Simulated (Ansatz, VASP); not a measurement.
**One calculation of Zn, two programs**

Contents of INCAR:

```
SYSTEM = Zn
PREC = Accurate
ENCUT = 520
EDIFF = 1E-6
ISMEAR = 0
SIGMA = 0.15
LREAL = .FALSE.
LASPH = .TRUE.
NELM = 100
ALGO = Normal
ISIF = 2
LWAVE = .FALSE.
LCHARG = .FALSE.
GGA = PE
NBANDS = 12
```

KPOINTS

```
Automatic mesh
0
G
  22 22 22
  0 0 0
```

The input POSCAR:

```
Zn
1.0
    0.0000000000      1.8918394231      1.8918394231
    1.8918394231      0.0000000000      1.8918394231
    1.8918394231      1.8918394231      0.0000000000
Zn
1
Direct
    0.0000000000      0.0000000000      0.0000000000
```

Input for Ansatz:

```yaml
crystal:
  lattice:
    - [0.0, 1.8918394231, 1.8918394231]
    - [1.8918394231, 0.0, 1.8918394231]
    - [1.8918394231, 1.8918394231, 0.0]
  atoms:
    - { symbol: Zn, position: [0.0, 0.0, 0.0] }
basis:
  ecutwfc: 520.0
kpoints:
  mp_grid: { grid: [22, 22, 22] }
hamiltonian:
  xc: pbe
scf:
  occupations: { method: gaussian, width: 0.15 }
output:
  forces: true
  stress: true
  eigenvalues: true
```

Alike in both runs: task single point; functional PBE; k mesh 22 × 22 × 22; occupations gaussian, width 0.15 eV; no spin polarisation.

|  | VASP | Ansatz |
| --- | --- | --- |
| version | VASP 6.6.1 | Ansatz 0.2.0 |
| potentials or method | VASP PAW PBE potentials, release 64 (Zn), cutoff 520 eV | scalar-relativistic, plane waves, PAW |
| valence electrons in the cell | 12 | 12 |

|  | VASP | Ansatz | Ansatz less VASP |
| --- | --- | --- | --- |
| gap on the k mesh at the Fermi level (eV) | none | none | - |
| pressure (GPa) | 10.9 | 10.4 | -0.49 |

A gap of «none» marks a metal or a gap that the smearing closes. The functional is the same, so the differences come from potentials, cutoffs and numerics.
